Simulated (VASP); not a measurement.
Here is a VASP 6.6.1 calculation.

The input INCAR:

```
PREC = Accurate
ENCUT = 520
EDIFF = 1E-7
ISMEAR = 0
SIGMA = 0.1
LREAL = False
LASPH = True
NELM = 60
ALGO = Normal
ISIF = 2
LWAVE = False
LCHARG = True
GGA = PE
LELF = True
LVHAR = True
NBANDS = 18
```

KPOINTS

```
regular mesh
0
Gamma
  14 14 14
```

POSCAR

```
ZnAu
1.0
    3.2491970051      0.0000000000      0.0000000000
    0.0000000000      3.2491970051      0.0000000000
    0.0000000000      0.0000000000      3.2491970051
Zn Au
1 1
Direct
    0.5000000000      0.5000000000      0.5000000000
    0.0000000000      0.0000000000      0.0000000000
```

Potentials or basis: VASP PAW PBE potentials, release 64 (Zn, Au).

Launch:

```console
$ cat potpaw_PBE.64/Zn/POTCAR potpaw_PBE.64/Au/POTCAR > POTCAR
$ mpirun -np 1 vasp_std > vasp.out
```

Problem. What does it give for the pressure?

Solution. -5.7 GPa.
